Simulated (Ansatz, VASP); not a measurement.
## Two plane-wave programs on H

```
CELL_PARAMETERS angstrom
0.00000 1.14134 1.14134
1.14134 0.00000 1.14134
1.14134 1.14134 0.00000
ATOMIC_POSITIONS crystal
H 0.00000 0.00000 0.00000
```

Alike in both runs: functional PBE; k mesh 40 × 40 × 40; occupations gaussian, width 0.1 eV; no spin polarisation.

Ansatz relaxed the structure, and its values are those at the end. VASP's run is a single point on that final structure, the one shown.

```csv
,VASP,Ansatz
version,VASP 6.6.1,Ansatz 0.2.0
potentials or method,"VASP PAW PBE potentials, release 64 (H), cutoff 520 eV","scalar-relativistic, plane waves, PAW"
valence electrons in the cell,1,1
```

|  | VASP | Ansatz | Ansatz less VASP |
| --- | --- | --- | --- |
| gap on the k mesh at the Fermi level (eV) | none | none | - |
| pressure (GPa) | -0.7 | 0.0 | +0.74 |

A gap of «none» marks a metal or a gap that the smearing closes.
